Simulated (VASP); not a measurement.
The system is Tc3Ge.

```
Ge Tc
1.0
     0.00000    2.96000    2.96000
     2.96000    0.00000    2.96000
     2.96000    2.96000    0.00000
Ge Tc
1 3
Direct
  0.00000 0.00000 0.00000
  0.50000 0.50000 0.50000
  0.25000 0.25000 0.25000
  0.75000 0.75000 0.75000
```

| Item | Value |
| --- | --- |
| Program | VASP 6.6.1 |
| Task | relaxation of cell and atoms |
| Functional | LDA |
| Potentials or basis | VASP PAW LDA potentials, release 64 (Ge_d, Tc_pv) |
| Cutoff | 500 eV |
| k mesh | 7 × 7 × 7 |
| Occupations | methfessel-paxton, width 0.05 eV |
| Spin | no spin polarisation |

At the start: pressure 19.3 GPa; volume 12.97 Å³/atom.

Task: How do energy, volume and symmetry change on relaxing?

Result: Over 4 steps the energy falls by 43.3 meV/atom and the volume is 13.73 Å³/atom (+5.9 %); space group Fm-3m (No. 225, to 0.1 Å) before and after.

Step by step:
| step | energy change (eV) | largest force (eV/Å) | pressure (GPa) | volume (Å³) |
| --- | --- | --- | --- | --- |
| 1 | 0.0000 | 0.0000 | 19.34 | 51.87 |
| 2 | 0.9923 | 0.0000 | -33.23 | 64.53 |
| 3 | -0.1726 | 0.0000 | -1.13 | 55.10 |
| 4 | -0.1733 | 0.0000 | -0.06 | 54.91 |

Final structure:
```cif
data_structure
_symmetry_space_group_name_H-M 'P 1'
_symmetry_Int_Tables_number 1
_cell_length_a 4.2663
_cell_length_b 4.2663
_cell_length_c 4.2663
_cell_angle_alpha 60.000
_cell_angle_beta 60.000
_cell_angle_gamma 60.000
_cell_volume 54.91
loop_
_atom_site_label
_atom_site_type_symbol
_atom_site_fract_x
_atom_site_fract_y
_atom_site_fract_z
_atom_site_occupancy
Ge1 Ge 0.00000 0.00000 0.00000 1
Tc1 Tc 0.50000 0.50000 0.50000 1
Tc2 Tc 0.25000 0.25000 0.25000 1
Tc3 Tc 0.75000 0.75000 0.75000 1
```
